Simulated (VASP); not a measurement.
Wanted: the native input for a VASP 6.6.1 run.

```
Task                   : relaxation of cell and atoms
Functional             : PBE
Potentials or basis    : VASP PAW PBE potentials, release 64 (Zn, Se, S)
Cutoff                 : 600 eV
k mesh                 : 6 × 6 × 2
Occupations            : gaussian, width 0.1 eV
Spin                   : no spin polarisation
Dipole correction      : no
Further INCAR settings : ALGO = Normal; EDIFF = 1e-07; IBRION = 2; EDIFFG = -0.04; NSW = 90; ISIF = 3
```

The structure of Zn3SeS2 lies in POSCAR:

```
Zn3SeS2
1.0
    3.8328771300      0.0000000000      0.0000000000
   -1.9164385600      3.3193689600      0.0000000000
    0.0000000000      0.0000000000      9.3885932100
Zn Se S
3 1 2
Direct
    0.0000000000      0.0000000000      0.0000000000
    0.6666666700      0.3333333300      0.3333333300
    0.3333333300      0.6666666700      0.6666666700
    0.0000000000      0.0000000000      0.7500000000
    0.6666666700      0.3333333300      0.0833333300
    0.3333333300      0.6666666700      0.4166666700
```

These files were run (other wordings do the same):

INCAR

```
PREC     = Accurate       # precision mode
ENCUT    = 600            # plane-wave cutoff, eV
EDIFF    = 1E-7           # SCF threshold, eV
ISMEAR   = 0              # smearing method
SIGMA    = 0.1            # smearing width, eV
LREAL    = F              # projectors in reciprocal space
LASPH    = T              # aspherical terms in the spheres
NELM     = 80             # most SCF steps
ALGO     = Normal         # electronic algorithm
ISIF     = 3              # what is computed and relaxed
LWAVE    = F              # write WAVECAR
LCHARG   = F              # write CHGCAR
GGA      = PE             # functional
IBRION   = 2              # ionic algorithm
NSW      = 90             # ionic steps
EDIFFG   = -0.04          # ionic threshold
```

KPOINTS

```
regular mesh
0
Gamma
  6 6 2
```

Potentials or basis: VASP PAW PBE potentials, release 64 (Zn, Se, S).

The run is started by

```console
$ cat potpaw_PBE.64/Zn/POTCAR potpaw_PBE.64/Se/POTCAR potpaw_PBE.64/S/POTCAR > POTCAR
$ mpirun -np 1 vasp_std > vasp.out
```

It gave:

```
Relaxed volume                        : 21.34 Å³/atom
Relaxed cell                          : a = 3.922 Å, b = 3.922 Å, c = 9.615 Å, α = 90.00°, β = 90.00°, γ = 120.00°
Space group after relaxing (to 0.1 Å) : P3m1 (No. 156)
Energy gained by relaxing             : 34.6 meV/atom
Ionic steps                           : 6
Pressure after relaxing               : -0.1 GPa
Largest force after relaxing          : 0.034 eV/Å
Band gap on the k mesh                : 1.40 eV
```

Wall time 20 min on 1 thread of Intel Xeon 8259CL, on a shared host, peak memory 0.32 GiB.
